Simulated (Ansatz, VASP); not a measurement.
**One calculation of C, two programs**

```
CELL_PARAMETERS angstrom
0.00000 2.12806 3.32000
1.22960 0.00000 3.32000
1.22960 2.12806 0.00000
ATOMIC_POSITIONS crystal
C 0.16669 0.83331 0.16669
C 0.83331 0.16669 0.83331
```

Alike in both runs: functional PBEsol; dispersion D3(BJ); k mesh 15 × 15 × 15; occupations gaussian, width 0.05 eV; no spin polarisation.

Ansatz relaxed the structure, and its values are those at the end. VASP's run is a single point on that final structure, the one shown.

```csv
,VASP,Ansatz
version,VASP 6.6.1,Ansatz 0.2.0
potentials or method,"VASP PAW PBE potentials, release 64 (C)","plane waves, PAW"
plane-wave cutoff (eV),520,420
valence electrons in the cell,8,8
```

VASP gave:

```
pressure (GPa) : 0.7
```

Task: What did Ansatz give for the same quantities?

Result: Pressure (GPa): 0.0.

VASP's potentials were made for PBE, not for PBEsol. Ansatz's warnings: stress scf threshold loose.
